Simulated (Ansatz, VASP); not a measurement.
## One calculation of InH2F3, two programs

```
CELL_PARAMETERS angstrom
2.82948 0.00000 0.00000
0.00000 2.82948 0.00000
0.00000 0.00000 7.06635
ATOMIC_POSITIONS crystal
In 0.50000 0.50000 0.50000
H 0.50000 0.00000 0.10421
H 0.00000 0.50000 0.89579
F 0.00000 0.00000 0.22370
F 0.00000 0.00000 0.77630
F 0.50000 0.50000 0.00000
```

Change from the starting cell: species swapped into the CsLi2I3 type (P-4m2, No. 115).

Alike in both runs: functional PBE; k mesh 4 × 4 × 2; occupations gaussian, width 0.15 eV; no spin polarisation.

Ansatz relaxed the structure, and its values are those at the end. VASP's run is a single point on that final structure, the one shown.

```csv
,VASP,Ansatz
version,VASP 6.6.1,Ansatz 0.2.0
potentials or method,"VASP PAW PBE potentials, release 64 (In_d, H, F), cutoff 600 eV","scalar-relativistic, plane waves, PAW"
valence electrons in the cell,36,36
```

```tsv
	VASP	Ansatz	Ansatz less VASP
gap on the k mesh at the Fermi level (eV)	none	none	-
pressure (GPa)	-0.4	0.0	+0.43
rms of the force components (eV/Å)	0.008	0.008	+0.0002
```

A gap of «none» marks a metal or a gap that the smearing closes. With one functional, cell and mesh, what is left measures potentials, basis and numerics.

The k mesh is coarse, so the values compare programs but aren't converged.
